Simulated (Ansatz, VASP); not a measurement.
## One calculation of Au, two programs

The input INCAR:

```
PREC     = Accurate       # precision mode
ENCUT    = 520            # plane-wave cutoff, eV
EDIFF    = 1E-6           # SCF threshold, eV
ISMEAR   = -1             # smearing method
SIGMA    = 0.03           # smearing width, eV
LREAL    = False          # projectors in reciprocal space
LASPH    = True           # aspherical terms in the spheres
NELM     = 80             # most SCF steps
ALGO     = Normal         # electronic algorithm
ISIF     = 2              # what is computed and relaxed
LWAVE    = False          # write WAVECAR
LCHARG   = False          # write CHGCAR
GGA      = CA             # functional
NBANDS   = 18             # bands
```

File KPOINTS:

```
regular mesh
0
Gamma
  14 14 8
```

File POSCAR:

```
Au
1.0
    2.8608044381      0.0000000000      0.0000000000
   -1.4304022190      2.4775293187      0.0000000000
    0.0000000000      0.0000000000      4.8140459691
Au
2
Direct
    0.3333333333      0.6666666667      0.7500000000
    0.6666666667      0.3333333333      0.2500000000
```

Input for Ansatz:

```yaml
crystal:
  lattice:
    - [2.8608044381, 0.0, 0.0]
    - [-1.430402219, 2.4775293187, 0.0]
    - [0.0, 0.0, 4.8140459691]
  atoms:
    - { symbol: Au, position: [0.3333333333, 0.6666666667, 0.75] }
    - { symbol: Au, position: [0.6666666667, 0.3333333333, 0.25] }
kpoints:
  mp_grid: { grid: [14, 14, 8] }
  band_path:
    path:
      - [0.0, 0.0, 0.0]
      - [0.5, 0.0, 0.0]
      - [0.3333333333, 0.3333333333, 0.0]
      - [0.0, 0.0, 0.0]
      - [0.0, 0.0, 0.5]
      - [0.5, 0.0, 0.5]
      - [0.3333333333, 0.3333333333, 0.5]
      - [0.0, 0.0, 0.5]
      - [0.5, 0.0, 0.5]
    npoints: 5
scf:
  occupations: { method: fermi_dirac, width: 0.03 }
hamiltonian:
  xc: lda
  pseudopotentials: { kind: all_electron, lapw: { basis_error: 0.00025 } }
output:
  forces: true
  stress: true
  eigenvalues: true
```

Change from the starting cell: volume scaled by 0.96.

Alike in both runs: task single point; functional LDA; k mesh 14 × 14 × 8; occupations fermi-dirac, width 0.03 eV; no spin polarisation.

|  | VASP | Ansatz |
| --- | --- | --- |
| version | VASP 6.6.1 | Ansatz 0.2.0 |
| potentials or method | VASP PAW LDA potentials, release 64 (Au), cutoff 520 eV | all-electron LAPW, scalar-relativistic |

```tsv
	VASP	Ansatz	Ansatz less VASP
pressure (GPa)	-4.5	-4.9	-0.45
traceless stress, the component that is largest in VASP (GPa)	-0.41	-0.28	+0.135
```

LDA's correlation is that of Perdew and Zunger in VASP and of Perdew and Wang (1992) in Ansatz. Ansatz ran all-electron here, and VASP with PAW potentials.

Neither program's run includes spin-orbit coupling.
